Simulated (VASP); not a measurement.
# Ni (Fm-3m) in VASP: notebook, part 2 of 2

VASP 6.6.1.

### Step 3. Single point, PBE, collinear spin, ferromagnetic start

This run uses another cell than the first one, of 10.90 Å³/atom.

INCAR reads:

```
SYSTEM = Ni
PREC     = Accurate       ! precision mode
ENCUT    = 520            ! plane-wave cutoff, eV
EDIFF    = 1E-6           ! SCF threshold, eV
ISMEAR   = 0              ! smearing method
SIGMA    = 0.1            ! smearing width, eV
LREAL    = .FALSE.        ! projectors in reciprocal space
LASPH    = .TRUE.         ! aspherical terms in the spheres
NELM     = 150            ! most SCF steps
ALGO     = Normal         ! electronic algorithm
ISIF     = 2              ! what is computed and relaxed
LWAVE    = .FALSE.        ! write WAVECAR
LCHARG   = .TRUE.         ! write CHGCAR
ISPIN    = 2              ! spin polarisation
MAGMOM   = 0.81           ! initial moments
LORBIT   = 11             ! projections on sites
LMAXMIX  = 4              ! l up to which the mixer works
GGA      = PE             ! functional
LELF     = .TRUE.         ! ELF
LVHAR    = .TRUE.       
NBANDS   = 15             ! bands
```

KPOINTS reads:

```
regular mesh
0
G
  10 10 10
  0 0 0
```

POSCAR reads:

```
Ni
1.0
    0.0000000000      1.7599725878      1.7599725878
    1.7599725878      0.0000000000      1.7599725878
    1.7599725878      1.7599725878      0.0000000000
Ni
1
Direct
    0.0000000000      0.0000000000      0.0000000000
```

Potentials or basis: VASP PAW PBE potentials, release 64 (Ni).

Command:

```sh
$ cat potpaw_PBE.64/Ni/POTCAR > POTCAR
$ mpirun -np 1 vasp_std > vasp.out
```

OUTCAR:

```text
SYSTEM = Ni
   PREC = Accurate
   ENCUT = 520
   EDIFF = 1E-6
   ISMEAR = 0
   LREAL = .FALSE.
   LASPH = .TRUE.
   NELM = 150
   ISIF = 2
   ISPIN = 2
   LORBIT = 11
   GGA = PE

 ion  position               nearest neighbor table
   1  0.000  0.000  0.000-

  LATTYP: Found a face centered cubic cell.
 ALAT       =     3.5199451756

  Lattice vectors:

 A1 = (   0.0000000000,   1.7599725878,   1.7599725878)
 A2 = (   1.7599725878,   0.0000000000,   1.7599725878)
 A3 = (   1.7599725878,   1.7599725878,   0.0000000000)

Analysis of symmetry for initial positions (statically):
=====================================================================
 Subroutine PRICEL returns:
 Original cell was already a primitive cell.

 Routine SETGRP: Setting up the symmetry group for a
 face centered cubic supercell.

 Subroutine GETGRP returns: Found 48 space group operations
 (whereof 48 operations were pure point group operations)
 out of a pool of 48 trial point group operations.

The static configuration has the point symmetry O_h .

Analysis of symmetry for dynamics (positions and initial velocities):
[... 630 lines left out ...]
     13      39.9392      0.00000
     14      42.6832      0.00000
[... 403 lines left out ...]
      4       8.9219      1.00000
      5       9.4660      0.06642
      6       9.9264      0.00000
      7      23.3915      0.00000
      8      24.4674      0.00000
      9      26.2794      0.00000
     10      30.6502      0.00000
     11      35.0238      0.00000
     12      49.6133      0.00000
     13      50.1326      0.00000
     14      54.9682      0.00000
     15      56.3475      0.00000

 [... further k-points ...]

------------------------ aborting loop because EDIFF is reached ----------------------------------------

  FORCE on cell =-STRESS in cart. coord.  units (eV):
  Direction    XX          YY          ZZ          XY          YZ          ZX
  --------------------------------------------------------------------------------------
  -------------------------------------------------------------------------------------
  Total        0.0150622      0.0150622      0.0150622      0.0000000      0.0000000      0.0000000
  in kB        2.2133549      2.2133549      2.2133549      0.0000000      0.0000000      0.0000000
  external PRESSURE =       2.2133549 kB  Pullay stress =       0.0000000 kB

 VOLUME and BASIS-vectors are now :
 -----------------------------------------------------------------------------
  energy-cutoff  :      520.00
  volume of cell :       10.90
      direct lattice vectors                 reciprocal lattice vectors
     0.000000000  1.759972588  1.759972588    -0.284095334  0.284095334  0.284095334
     1.759972588  0.000000000  1.759972588     0.284095334 -0.284095334  0.284095334
     1.759972588  1.759972588  0.000000000     0.284095334  0.284095334 -0.284095334

 POSITION                                       TOTAL-FORCE (eV/Angst)
 -----------------------------------------------------------------------------------
      0.00000      0.00000      0.00000        -0.000000      0.000000     -0.000000
 -----------------------------------------------------------------------------------
    total drift:                                0.000000     -0.000000     -0.000000

  FREE ENERGIE OF THE ION-ELECTRON SYSTEM (eV)
  ---------------------------------------------------
  free  energy   TOTEN  =        -5.4769813722 eV

  energy  without entropy=       -5.4684104176  energy(sigma->0) =       -5.47269589

 total charge

# of ion       s       p       d       tot
------------------------------------------
    1        0.499   0.499   8.307   9.304

 magnetization (x)

# of ion       s       p       d       tot
------------------------------------------
    1       -0.003  -0.022   0.752   0.726
```

OSZICAR:

```text
N       E                     dE             d eps       ncg     rms          rms(c)
DAV:   1     0.330445848873E+02    0.33045E+02   -0.43038E+03  2975   0.866E+02
DAV:   2    -0.502989672923E+01   -0.38074E+02   -0.35098E+02  3135   0.162E+02
DAV:   3    -0.649977736629E+01   -0.14699E+01   -0.14536E+01  3457   0.314E+01
DAV:   4    -0.650815469098E+01   -0.83773E-02   -0.83761E-02  3437   0.228E+00
DAV:   5    -0.650825117922E+01   -0.96488E-04   -0.96486E-04  3525   0.221E-01    0.990E+00
DAV:   6    -0.581310404247E+01    0.69515E+00   -0.13465E+01  4038   0.402E+01    0.588E+00
DAV:   7    -0.549407480801E+01    0.31903E+00   -0.22215E+00  3641   0.150E+01    0.202E+00
DAV:   8    -0.548007863798E+01    0.13996E-01   -0.22297E-02  3616   0.104E+00    0.995E-01
DAV:   9    -0.547735609404E+01    0.27225E-02   -0.26984E-03  4318   0.356E-01    0.265E-01
DAV:  10    -0.547701819288E+01    0.33790E-03   -0.39011E-04  4567   0.111E-01    0.697E-02
DAV:  11    -0.547698044040E+01    0.37752E-04   -0.10360E-04  4325   0.697E-02    0.349E-02
DAV:  12    -0.547698137218E+01   -0.93178E-06   -0.13402E-06  3163   0.996E-03
   1 F= -.54769814E+01 E0= -.54726959E+01  d E =-.857095E-02  mag=     0.7162
```

Run time: 33 s. Hardware: 1 thread of Intel Xeon 8259CL, shared host; peak memory 0.14 GiB.

Results:

```yaml
Free_energy: -5.4770 eV
Pressure: 0.2 GPa
Net_moment: 0.72 μB per cell
Site_moments: Ni +0.73 μB
Valence_electrons_inside_the_program's_atomic_spheres: Ni 9.30
```

Levels at points of the mesh, in eV from the Fermi level:
Spin up:
```tsv
k point	band 3	band 4	band 5	band 6	band 7	band 8
(0.00, 0.00, 0.00)	-2.51	-2.51	-1.32	-1.32	23.69	27.53
(0.50, 0.00, 0.00)	-2.48	-0.68	-0.68	-0.31	5.59	22.18
(0.50, 0.50, 0.00)	-0.62	-0.56	-0.56	2.42	9.16	14.78
```
Spin down:
| k point | band 3 | band 4 | band 5 | band 6 | band 7 | band 8 |
| --- | --- | --- | --- | --- | --- | --- |
| (0.00, 0.00, 0.00) | -1.66 | -1.66 | -0.66 | -0.66 | 23.53 | 27.53 |
| (0.50, 0.00, 0.00) | -1.78 | -0.36 | 0.17 | 0.17 | 6.08 | 22.04 |
| (0.50, 0.50, 0.00) | 0.07 | 0.41 | 0.41 | 2.40 | 9.44 | 14.81 |

### Step 4. Single point, PBE, collinear spin, ferromagnetic start

This run uses another cell than the first one, of 10.89 Å³/atom.

INCAR reads:

```
SYSTEM = Ni
ALGO     = Fast           ! electronic algorithm
EDIFF    = 1E-6           ! SCF threshold, eV
ENCUT    = 520            ! plane-wave cutoff, eV
GGA      = PE             ! functional
ISIF     = 2              ! what is computed and relaxed
ISMEAR   = 0              ! smearing method
ISPIN    = 2              ! spin polarisation
LASPH    = .True.         ! aspherical terms in the spheres
LCHARG   = .False.        ! write CHGCAR
LMAXMIX  = 4              ! l up to which the mixer works
LORBIT   = 11             ! projections on sites
LREAL    = .False.        ! projectors in reciprocal space
LWAVE    = .False.        ! write WAVECAR
MAGMOM   = 0.84           ! initial moments
NBANDS   = 15             ! bands
NELM     = 150            ! most SCF steps
PREC     = Accurate       ! precision mode
SIGMA    = 0.1            ! smearing width, eV
```

KPOINTS reads:

```
k-points
0
Gamma
  20 20 20
  0 0 0
```

POSCAR reads:

```
Ni
1.0
    0.0000000000      1.7592397969      1.7592397969
    1.7592397969      0.0000000000      1.7592397969
    1.7592397969      1.7592397969      0.0000000000
Ni
1
Direct
    0.0000000000      0.0000000000      0.0000000000
```

Potentials or basis: VASP PAW PBE potentials, release 64 (Ni).

Command:

```sh
$ cat potpaw_PBE.64/Ni/POTCAR > POTCAR
$ mpirun -np 1 vasp_std > vasp.out
```

OUTCAR:

```text
SYSTEM = Ni
   EDIFF = 1E-6
   ENCUT = 520
   GGA = PE
   ISIF = 2
   ISMEAR = 0
   ISPIN = 2
   LASPH = .True.
   LORBIT = 11
   LREAL = .False.
   NELM = 150
   PREC = Accurate

 ion  position               nearest neighbor table
   1  0.000  0.000  0.000-

  LATTYP: Found a face centered cubic cell.
 ALAT       =     3.5184795938

  Lattice vectors:

 A1 = (   0.0000000000,   1.7592397969,   1.7592397969)
 A2 = (   1.7592397969,   0.0000000000,   1.7592397969)
 A3 = (   1.7592397969,   1.7592397969,   0.0000000000)

Analysis of symmetry for initial positions (statically):
=====================================================================
 Subroutine PRICEL returns:
 Original cell was already a primitive cell.

 Routine SETGRP: Setting up the symmetry group for a
 face centered cubic supercell.

 Subroutine GETGRP returns: Found 48 space group operations
 (whereof 48 operations were pure point group operations)
 out of a pool of 48 trial point group operations.

The static configuration has the point symmetry O_h .

Analysis of symmetry for dynamics (positions and initial velocities):
=====================================================================
 Subroutine PRICEL returns:
 Original cell was already a primitive cell.

 Routine SETGRP: Setting up the symmetry group for a
 face centered cubic supercell.

 Subroutine GETGRP returns: Found 48 space group operations
 (whereof 48 operations were pure point group operations)
 out of a pool of 48 trial point group operations.

The dynamic configuration has the point symmetry O_h .

Analysis of structural, dynamic, and magnetic symmetry:
=====================================================================
 Subroutine PRICEL returns:
 Original cell was already a primitive cell.

 Routine SETGRP: Setting up the symmetry group for a
 face centered cubic supercell.

 Subroutine GETGRP returns: Found 48 space group operations
 (whereof 48 operations were pure point group operations)
 out of a pool of 48 trial point group operations.

The overall configuration has the point symmetry O_h .

 Subroutine INISYM returns: Found 48 space group operations
 (whereof 48 operations are pure point group operations),
 and found     1 'primitive' translations

----------------------------------------------------------------------------------------

                                     Primitive cell

  volume of cell :      10.8894

  direct lattice vectors                    reciprocal lattice vectors
     0.000000000  1.759239797  1.759239797    -0.284213671  0.284213671  0.284213671
     1.759239797  0.000000000  1.759239797     0.284213671 -0.284213671  0.284213671
     1.759239797  1.759239797  0.000000000     0.284213671  0.284213671 -0.284213671

  length of vectors
     2.487940780  2.487940780  2.487940780     0.492272518  0.492272518  0.492272518

  position of ions in fractional coordinates (direct lattice)
     0.000000000  0.000000000  0.000000000

  ion indices of the primitive-cell ions
   primitive index   ion index
                 1           1

----------------------------------------------------------------------------------------

 KPOINTS: k-points

[... 73 lines left out ...]
   ISIF   =      2    stress and relaxation
   ISYM   =      2    0-nonsym 1-usesym 2-fastsym
   POTIM  = 0.5000    time-step for ionic-motion
   TEBEG  =    0.0;   TEEND  =   0.0 temperature during run
   PSTRESS=    0.0 pullay stress
   NELECT =      10.0000    total number of electrons
   NUPDOWN=      -1.0000    fix difference up-down
   EMIN   =  10.00;   EMAX   =-10.00  energy-range for DOS
   EFERMI =   0.00;   METHOD = LEGACY
   ISMEAR =     0;   SIGMA  =   0.10  broadening in eV -4-tet -1-fermi 0-gaus
   EFERMI_NEDOS =   21; number of points for ismear=-14 and -15
   IALGO  =     68    algorithm
   IMIX   =      4    mixing-type and parameters
     AMIX     =   0.40;   BMIX     =  1.00
     AMIX_MAG =   1.60;   BMIX_MAG =  1.00
  volume/ion in A,a.u.               =      10.89        73.49
  Fermi-wavevector in a.u.,A,eV,Ry     =   1.591255  3.007036 34.451211  2.532093
  Thomas-Fermi vector in A             =   2.689824
   LORBIT       =     11    0 simple, 1 ext, 2 COOP (PROOUT), +10 PAW based schemes
   GGA     = PE    functional components
   LHFCALC =     F    Hartree Fock is set to
   AEXX    =    0.0000 exact exchange contribution
   IVDW    =     0    specifies the selected vdW correction
   LEPSILON=     F    determine dielectric tensor
   LRPA    =     F    only Hartree local field effects (RPA)
 spin polarized calculation
 RMM-DIIS sequential band-by-band and
 Gauss-broadening in eV      SIGMA  =   0.10
  energy-cutoff  :      520.00
  volume of cell :       10.89
 maximum number of plane-waves:       305
   NGX =  9   NGY =  9   NGZ =  9

 number of electron      10.0000009 magnetization       0.6280582

 Free energy of the ion-electron system (eV)
  ---------------------------------------------------
  ext. energy  EPLUGINS =         0.00000000
  ---------------------------------------------------
  free energy    TOTEN  =        -5.47513402 eV

  energy without entropy =       -5.46636055  energy(sigma->0) =       -5.47074728

 E-fermi :   9.3655     XC(G=0): -13.2505

 val. band max:        9.3648692264   @ k =  -0.4500   0.5000   0.0500
 cond. band min:       9.3656150167   @ k =   0.4000   0.0000   0.0000
 fundamental gap:      0.0007457903
 Fermi energy:         9.3655308553

 spin component 1

 k-point     1 :       0.0000    0.0000    0.0000
  band No.  band energies     occupation
      1       0.3605      1.00000
      2       6.9281      1.00000
      3       6.9281      1.00000
      4       6.9281      1.00000
      5       8.1056      1.00000
      6       8.1056      1.00000
      7      33.0814      0.00000
      8      36.9348      0.00000
      9      36.9348      0.00000
     10      36.9348      0.00000
     11      39.8690      0.00000
     12      39.8690      0.00000
     13      39.8690      0.00000
     14      42.8400      0.00000
[... 403 lines left out ...]
      4       7.1917      1.00000
      5       8.4348      1.00000
      6       8.7842      1.00000
      7      18.4978      0.00000
      8      31.0397      0.00000
      9      33.4039      0.00000
     10      35.2630      0.00000
     11      37.2441      0.00000
     12      39.0822      0.00000
     13      43.3026      0.00000
     14      49.9782      0.00000
     15      51.6945      0.00000

 [... further k-points ...]

 spin component 2

 k-point     1 :       0.0000    0.0000    0.0000
  band No.  band energies     occupation
      1       0.3243      1.00000
      2       7.6855      1.00000
      3       7.6855      1.00000
      4       7.6855      1.00000
      5       8.6917      1.00000
      6       8.6917      1.00000
      7      32.9167      0.00000
      8      36.9146      0.00000
      9      36.9146      0.00000
     10      36.9146      0.00000
     11      39.9695      0.00000
     12      39.9695      0.00000
     13      39.9695      0.00000
     14      42.7135      0.00000
[... 403 lines left out ...]
      4       7.7042      1.00000
      5       9.1667      0.99754
      6       9.4795      0.05350
      7      18.7417      0.00000
      8      31.0061      0.00000
      9      33.4022      0.00000
     10      35.3665      0.00000
     11      37.2718      0.00000
     12      39.1009      0.00000
     13      43.3643      0.00000
     14      50.0504      0.00000
     15      51.8304      0.00000

 [... further k-points ...]

------------------------ aborting loop because EDIFF is reached ----------------------------------------

  FORCE on cell =-STRESS in cart. coord.  units (eV):
  Direction    XX          YY          ZZ          XY          YZ          ZX
  --------------------------------------------------------------------------------------
  -------------------------------------------------------------------------------------
  Total       -0.0081729     -0.0081729     -0.0081729      0.0000000     -0.0000000     -0.0000000
  in kB       -1.2024834     -1.2024834     -1.2024834      0.0000000     -0.0000000     -0.0000000
  external PRESSURE =      -1.2024834 kB  Pullay stress =       0.0000000 kB

 VOLUME and BASIS-vectors are now :
 -----------------------------------------------------------------------------
  energy-cutoff  :      520.00
  volume of cell :       10.89
      direct lattice vectors                 reciprocal lattice vectors
     0.000000000  1.759239797  1.759239797    -0.284213671  0.284213671  0.284213671
     1.759239797  0.000000000  1.759239797     0.284213671 -0.284213671  0.284213671
     1.759239797  1.759239797  0.000000000     0.284213671  0.284213671 -0.284213671

 POSITION                                       TOTAL-FORCE (eV/Angst)
 -----------------------------------------------------------------------------------
      0.00000      0.00000      0.00000         0.000000     -0.000000      0.000000
 -----------------------------------------------------------------------------------
    total drift:                                0.000000      0.000000      0.000000

  FREE ENERGIE OF THE ION-ELECTRON SYSTEM (eV)
  ---------------------------------------------------
  free  energy   TOTEN  =        -5.4751340155 eV

  energy  without entropy=       -5.4663605481  energy(sigma->0) =       -5.47074728

 total charge

# of ion       s       p       d       tot
------------------------------------------
    1        0.497   0.497   8.314   9.308

 magnetization (x)

# of ion       s       p       d       tot
------------------------------------------
    1       -0.007  -0.025   0.672   0.640
```

Wall time 2.8 min (1 thread of Intel Xeon 8259CL, shared host); peak memory 0.18 GiB.

Results:

| Item | Value |
| --- | --- |
| Free energy | -5.4751 eV |
| Pressure | -0.1 GPa |
| Net moment | 0.63 μB per cell |
| Site moments | Ni +0.64 μB |
| Valence electrons inside the program's atomic spheres | Ni 9.31 |

### Step 5. Relaxation of cell and atoms, PBE, collinear spin, ferromagnetic start

This run uses another cell than the first one, of 10.90 Å³/atom.

INCAR reads:

```
PREC = Accurate ; ENCUT = 600
EDIFF = 1E-7 ; ISMEAR = 0
SIGMA = 0.1 ; LREAL = F
LASPH = T ; NELM = 150
ALGO = Normal ; ISIF = 3
LWAVE = F ; LCHARG = F
ISPIN = 2 ; MAGMOM = 0.84
LORBIT = 11 ; LMAXMIX = 4
GGA = PE ; IBRION = 2
NSW = 100 ; EDIFFG = -0.005
```

KPOINTS reads:

```
regular mesh
0
Gamma
  20 20 20
```

POSCAR reads:

```
Ni
1.0
    0.0000000000      1.7599725878      1.7599725878
    1.7599725878      0.0000000000      1.7599725878
    1.7599725878      1.7599725878      0.0000000000
Ni
1
Direct
    0.0000000000      0.0000000000      0.0000000000
```

Command:

```sh
$ cat potpaw_PBE.64/Ni/POTCAR > POTCAR
$ mpirun -np 1 vasp_std > vasp.out
```

Run time: 3.2 min. Hardware: 1 thread of Intel Xeon 8259CL, shared host; peak memory 0.18 GiB.

It converged, with:

```yaml
Free_energy: -5.4749 eV
Relaxed_volume: 10.88 Å³/atom
Relaxed_cell: a = 2.487 Å, b = 2.487 Å, c = 2.487 Å, α = 60.00°, β = 60.00°, γ = 60.00°
Space_group_after_relaxing_to_0.1_Å: Fm-3m (No. 225)
Energy_gained_by_relaxing: 0.0 meV/atom
Ionic_steps: 3
Pressure_after_relaxing: 0.0 GPa
Net_moment: 0.63 μB per cell
Site_moments: Ni +0.64 μB
Valence_electrons_inside_the_program's_atomic_spheres: Ni 9.31
```

Final structure:
```
CELL_PARAMETERS angstrom
0.00000 1.75878 1.75878
1.75878 0.00000 1.75878
1.75878 1.75878 0.00000
ATOMIC_POSITIONS crystal
Ni 0.00000 0.00000 0.00000
```

Levels at points of the mesh, in eV from the Fermi level:
Spin up:
```tsv
k point	band 3	band 4	band 5	band 6	band 7	band 8
(0.00, 0.00, 0.00)	-2.44	-2.44	-1.26	-1.26	23.72	27.58
(0.50, 0.00, 0.00)	-2.42	-0.61	-0.61	-0.29	5.66	22.21
(0.50, 0.50, 0.00)	-0.55	-0.48	-0.48	2.45	9.22	14.82
```
Spin down:
| k point | band 1 | band 2 | band 3 | band 4 | band 5 | band 6 | band 7 | band 8 | band 9 |
| --- | --- | --- | --- | --- | --- | --- | --- | --- | --- |
| (0.00, 0.00, 0.00) | -9.05 | -1.68 | -1.68 | -1.68 | -0.67 | -0.67 | 23.56 | 27.56 | 27.56 |
| (0.50, 0.00, 0.00) | -4.40 | -1.80 | -1.80 | -0.36 | 0.15 | 0.15 | 6.08 | 22.07 | 24.76 |
| (0.50, 0.50, 0.00) | -4.31 | -3.58 | 0.06 | 0.39 | 0.39 | 2.41 | 9.46 | 14.83 | 14.83 |

### Step 6. Overview

| task | cell | k mesh | cutoff (eV) | gap on the mesh (eV) | pressure (GPa) | moment (μB) |
| --- | --- | --- | --- | --- | --- | --- |
| single point | a = 2.457 Å, angles 60.0°, 1 atom | 8 × 8 × 8 | 520 | none | 8.3 | 0.70 |
| single point | a = 2.489 Å, angles 60.0°, 1 atom | 10 × 10 × 10 | 520 | none | 0.2 | 0.72 |
| single point | a = 2.488 Å, angles 60.0°, 1 atom | 20 × 20 × 20 | 520 | none | -0.1 | 0.63 |
| relaxation of cell and atoms | relaxed from a = 2.489 Å, angles 60.0°, 1 atom | 20 × 20 × 20 | 600 | none | 0.0 | 0.63 |

Alike in all rows: level PBE; potentials or basis VASP PAW PBE potentials, release 64 (Ni); spin collinear, ferromagnetic start; smearing gaussian 0.1 eV.

Caveats: some runs use coarse meshes.

Total energies depend on the potentials used, so only differences within one code and one set of settings carry meaning.
